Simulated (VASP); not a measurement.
# BP (I-4m2) in VASP: further runs

The runs below take BP through single point, with PBE.

Everything below comes from runs of VASP 6.6.1. Logs are shortened: lines on timing, memory, paths and dates and some standing lists are left out, and cuts for length are marked.

### Step 1. The cell of the first run

It takes space group I-4m2 (No. 119, tetragonal). Conventional cell: a = 3.208 Å, b = 3.208 Å, c = 4.310 Å, α = 90.00°, β = 90.00°, γ = 90.00°. Within 2.6 Å of B (site symmetry -4m2) lie 4 P at 1.93 Å. P (site symmetry -4m2) has 4 B at 1.93 Å within 2.6 Å.

### Step 2. Single point, PBE (uniaxial x strain -5.0%)

File INCAR:

```
PREC = Accurate
ENCUT = 520
EDIFF = 1E-7
ISMEAR = 0
SIGMA = 0.01
LREAL = F
LASPH = T
NELM = 80
ALGO = Normal
ISIF = 2
LWAVE = F
LCHARG = F
GGA = PE
NBANDS = 11
```

File KPOINTS:

```
regular mesh
0
Gamma
  6 6 6
```

File POSCAR:

```
BP
1.0
    0.0000000000      2.2683156866      2.2683156866
    2.1548999023      0.0000000000      2.2683156866
    2.1548999023      2.2683156866      0.0000000000
B P
1 1
Direct
    0.0000000000      0.0000000000      0.0000000000
    0.2500000000      0.2500000000      0.2500000000
```

Potentials or basis: VASP PAW PBE potentials, release 64 (B, P).

The run is started by

```sh
cat potpaw_PBE.64/B/POTCAR potpaw_PBE.64/P/POTCAR > POTCAR
mpirun -np 1 vasp_std > vasp.out
```

OUTCAR:

```text
PREC = Accurate
   ENCUT = 520
   EDIFF = 1E-7
   ISMEAR = 0
   LREAL = F
   LASPH = T
   NELM = 80
   ISIF = 2
   GGA = PE

 ion  position               nearest neighbor table
   1  0.000  0.000  0.000-   2 1.93   2 1.93   2 1.93   2 1.93
   2  0.250  0.250  0.250-   1 1.93   1 1.93   1 1.93   1 1.93

  LATTYP: Found a body centered tetragonal cell.
 ALAT       =     3.2078828077
 C/A-ratio  =     1.3435028843

  Lattice vectors:

 A1 = (  -2.1548999023,   0.0000000000,  -2.2683156866)
 A2 = (  -2.1548999023,   0.0000000000,   2.2683156866)
 A3 = (   2.1548999023,   2.2683156866,   0.0000000000)

Analysis of symmetry for initial positions (statically):
=====================================================================
 Subroutine PRICEL returns:
 Original cell was already a primitive cell.

 Routine SETGRP: Setting up the symmetry group for a
 body centered tetragonal supercell.

 Subroutine GETGRP returns: Found  8 space group operations
 (whereof  8 operations were pure point group operations)
 out of a pool of 16 trial point group operations.

The static configuration has the point symmetry D_2d.

Analysis of symmetry for dynamics (positions and initial velocities):
=====================================================================
 Subroutine PRICEL returns:
 Original cell was already a primitive cell.

 Routine SETGRP: Setting up the symmetry group for a
 body centered tetragonal supercell.

 Subroutine GETGRP returns: Found  8 space group operations
 (whereof  8 operations were pure point group operations)
 out of a pool of 16 trial point group operations.

The dynamic configuration has the point symmetry D_2d.

 Subroutine INISYM returns: Found  8 space group operations
 (whereof  8 operations are pure point group operations),
 and found     1 'primitive' translations

----------------------------------------------------------------------------------------

                                     Primitive cell

  volume of cell :      22.1750

  direct lattice vectors                    reciprocal lattice vectors
     0.000000000  2.268315687  2.268315687    -0.232029339  0.220427872  0.220427872
     2.154899902  0.000000000  2.268315687     0.232029339 -0.220427872  0.220427872
     2.154899902  2.268315687  0.000000000     0.232029339  0.220427872 -0.220427872

  length of vectors
     3.207882808  3.128713736  3.128713736     0.388605851  0.388605851  0.388605851

  position of ions in fractional coordinates (direct lattice)
[... 81 lines left out ...]
   EDIFFG = 0.1E-05   stopping-criterion for IOM
   NSW    =      0    number of steps for IOM
   IBRION =     -1    ionic relax: 0-MD 1-quasi-New 2-CG
   NFREE  =      0    steps in history (QN), initial steepest desc. (CG)
   ISIF   =      2    stress and relaxation
   ISYM   =      2    0-nonsym 1-usesym 2-fastsym
   POTIM  = 0.5000    time-step for ionic-motion
   TEBEG  =    0.0;   TEEND  =   0.0 temperature during run
   PSTRESS=    0.0 pullay stress
   NELECT =       8.0000    total number of electrons
   NUPDOWN=      -1.0000    fix difference up-down
   EMIN   =  10.00;   EMAX   =-10.00  energy-range for DOS
   EFERMI =   0.00;   METHOD = LEGACY
   ISMEAR =     0;   SIGMA  =   0.01  broadening in eV -4-tet -1-fermi 0-gaus
   EFERMI_NEDOS =   21; number of points for ismear=-14 and -15
   IALGO  =     38    algorithm
   IMIX   =      4    mixing-type and parameters
     AMIX     =   0.40;   BMIX     =  1.00
     AMIX_MAG =   1.60;   BMIX_MAG =  1.00
  volume/ion in A,a.u.               =      11.09        74.82
  Fermi-wavevector in a.u.,A,eV,Ry     =   1.165423  2.202330 18.479569  1.358210
  Thomas-Fermi vector in A             =   2.301949
   LORBIT       =      0    0 simple, 1 ext, 2 COOP (PROOUT), +10 PAW based schemes
   GGA     = PE    functional components
   LHFCALC =     F    Hartree Fock is set to
   AEXX    =    0.0000 exact exchange contribution
   IVDW    =     0    specifies the selected vdW correction
   LEPSILON=     F    determine dielectric tensor
   LRPA    =     F    only Hartree local field effects (RPA)
 non-spin polarized calculation
 Gauss-broadening in eV      SIGMA  =   0.01
  energy-cutoff  :      520.00
  volume of cell :       22.18
 maximum number of plane-waves:       608
   NGX = 11   NGY = 11   NGZ = 11

 number of electron       8.0000000 magnetization

 Free energy of the ion-electron system (eV)
  ---------------------------------------------------
  ext. energy  EPLUGINS =         0.00000000
  ---------------------------------------------------
  free energy    TOTEN  =       -12.83932398 eV

  energy without entropy =      -12.83932398  energy(sigma->0) =      -12.83932398

 E-fermi :   8.5318     XC(G=0): -11.1337

 val. band max:        8.3970716817   @ k =   0.0000   0.0000   0.0000
 cond. band min:       8.9102192831   @ k =   0.0000   0.5000   0.5000
 fundamental gap:      0.5131476014
 Fermi energy:         8.5318295865

 k-point     1 :       0.0000    0.0000    0.0000
  band No.  band energies     occupation
      1      -7.8655      2.00000
      2       7.9119      2.00000
      3       7.9119      2.00000
      4       8.3971      2.00000
      5      11.3721      0.00000
      6      11.6653      0.00000
      7      11.6653      0.00000
      8      16.2187      0.00000
      9      19.6557      0.00000
     10      19.9518      0.00000
     11      20.9487      0.00000
[... 309 lines left out ...]
 k-point    24 :       0.3333   -0.3333    0.1667
  band No.  band energies     occupation
      1      -3.2154      2.00000
      2      -0.3797      2.00000
      3       2.2146      2.00000
      4       3.8804      2.00000
      5      13.0751      0.00000
      6      14.6837      0.00000
      7      17.4591      0.00000
      8      18.0764      0.00000
      9      18.2701      0.00000
     10      22.6122      0.00000
     11      25.4976      0.00000

 [... further k-points ...]
[... 5 lines left out ...]
  --------------------------------------------------------------------------------------
  -------------------------------------------------------------------------------------
  Total        2.6630474      0.8477172      0.8477172      0.0000000      0.0000000      0.0000000
  in kB      192.4090002     61.2487869     61.2487869      0.0000000      0.0000000      0.0000000
  external PRESSURE =     104.9688580 kB  Pullay stress =       0.0000000 kB

 VOLUME and BASIS-vectors are now :
 -----------------------------------------------------------------------------
  energy-cutoff  :      520.00
  volume of cell :       22.18
      direct lattice vectors                 reciprocal lattice vectors
     0.000000000  2.268315687  2.268315687    -0.232029339  0.220427872  0.220427872
     2.154899902  0.000000000  2.268315687     0.232029339 -0.220427872  0.220427872
     2.154899902  2.268315687  0.000000000     0.232029339  0.220427872 -0.220427872

 POSITION                                       TOTAL-FORCE (eV/Angst)
 -----------------------------------------------------------------------------------
      0.00000      0.00000      0.00000         0.000000     -0.000000     -0.000000
      1.07745      1.13416      1.13416        -0.000000      0.000000      0.000000
 -----------------------------------------------------------------------------------
    total drift:                               -0.000000      0.000000      0.000000

  FREE ENERGIE OF THE ION-ELECTRON SYSTEM (eV)
  ---------------------------------------------------
  free  energy   TOTEN  =       -12.8393239810 eV

  energy  without entropy=      -12.8393239810  energy(sigma->0) =      -12.83932398
```

OSZICAR:

```text
N       E                     dE             d eps       ncg     rms          rms(c)
DAV:   1     0.745237520905E+01    0.74524E+01   -0.40876E+03   660   0.665E+02
DAV:   2    -0.131344709293E+02   -0.20587E+02   -0.19983E+02   901   0.108E+02
DAV:   3    -0.136626682837E+02   -0.52820E+00   -0.52652E+00   830   0.146E+01
DAV:   4    -0.136646401123E+02   -0.19718E-02   -0.19716E-02   786   0.101E+00
DAV:   5    -0.136646494680E+02   -0.93557E-05   -0.93557E-05   819   0.696E-02    0.776E+00
DAV:   6    -0.129554684064E+02    0.70918E+00   -0.15470E+00   753   0.554E+00    0.417E+00
DAV:   7    -0.128473037437E+02    0.10816E+00   -0.28339E-01   828   0.266E+00    0.140E+00
DAV:   8    -0.128388002569E+02    0.85035E-02   -0.28936E-02   767   0.992E-01    0.212E-01
DAV:   9    -0.128391182360E+02   -0.31798E-03   -0.70756E-04   786   0.184E-01    0.144E-01
DAV:  10    -0.128393125684E+02   -0.19433E-03   -0.23731E-04   757   0.982E-02    0.296E-02
DAV:  11    -0.128393231629E+02   -0.10594E-04   -0.12657E-05   793   0.229E-02    0.382E-02
DAV:  12    -0.128393240744E+02   -0.91150E-06   -0.47922E-06   756   0.108E-02    0.194E-02
DAV:  13    -0.128393239266E+02    0.14779E-06   -0.14876E-07   658   0.245E-03    0.793E-03
DAV:  14    -0.128393239810E+02   -0.54436E-07   -0.48803E-08   390   0.120E-03
   1 F= -.12839324E+02 E0= -.12839324E+02  d E =-.355163E-83
```

stdout:

```text
POSCAR found type information on POSCAR B P
 POSCAR found :  2 types and       2 ions
 scaLAPACK will be used
 LDA part: xc-table for (Slater+PW92), standard interpolation
 POSCAR, INCAR and KPOINTS ok, starting setup
 FFT: planning ... GRIDC
 FFT: planning ... GRID_SOFT
 FFT: planning ... GRID
 WAVECAR not read
 entering main loop
```

Wall time 2.8 s (1 thread of Intel Xeon 6975P-C (Granite Rapids), shared host); peak memory 0.13 GiB.

Results:

- Free energy: -12.8393 eV
- Pressure: 10.5 GPa
- Band gap on the k mesh: 0.51 eV, indirect (least direct gap 2.98 eV)

Stress tensor (GPa, compression positive):
```
19.24  0.00  0.00
 0.00  6.12  0.00
 0.00  0.00  6.12
```

Caveat: the cell differs from its parent crystal (uniaxial x strain -5.0%).

### Step 3. Single point, PBE (uniaxial x strain -5.0%)

File INCAR:

```
SYSTEM = BP
PREC = Accurate ; ENCUT = 520
EDIFF = 1E-6 ; ISMEAR = -1
SIGMA = 0.02 ; LREAL = .False.
LASPH = .True. ; NELM = 100
ALGO = Normal ; ISIF = 2
LWAVE = .False. ; LCHARG = .False.
GGA = PE ; NBANDS = 11
```

File KPOINTS:

```
Automatic mesh
0
Gamma
  10 10 10
  0 0 0
```

POSCAR is that of step 2.

Potentials or basis: VASP PAW PBE potentials, release 64 (B, P).

The run is started by

```sh
cat potpaw_PBE.64/B/POTCAR potpaw_PBE.64/P/POTCAR > POTCAR
mpirun -np 1 vasp_std > vasp.out
```

Wall time 6.1 s (1 thread of Intel Xeon 6975P-C (Granite Rapids), shared host); peak memory 0.14 GiB.

It converged, with:

```yaml
Free_energy: -12.8572 eV
Pressure: 10.3 GPa
Band_gap_on_the_k_mesh: 0.39 eV, indirect (least direct gap 2.98 eV)
```

Stress tensor (GPa, compression positive):
```
19.19  0.00  0.00
 0.00  5.91  0.00
 0.00  0.00  5.91
```

Levels at points of the mesh, in eV from the valence-band top:
```tsv
k point	band 1	band 2	band 3	band 4	band 5	band 6	band 7	band 8	band 9
(0.00, 0.00, 0.00)	-16.26	-0.49	-0.49	0.00	2.98	3.27	3.27	7.82	11.26
(0.50, 0.00, 0.00)	-12.73	-9.74	-2.47	-1.82	3.46	4.15	5.02	10.02	14.03
(0.50, 0.50, 0.00)	-11.30	-9.34	-4.48	-4.38	1.11	1.55	11.65	12.77	15.00
(0.00, 0.50, 0.50)	-10.77	-8.85	-4.99	-4.99	0.52	0.79	12.25	12.25	15.90
```

Caveat: the cell differs from its parent crystal (uniaxial x strain -5.0%).
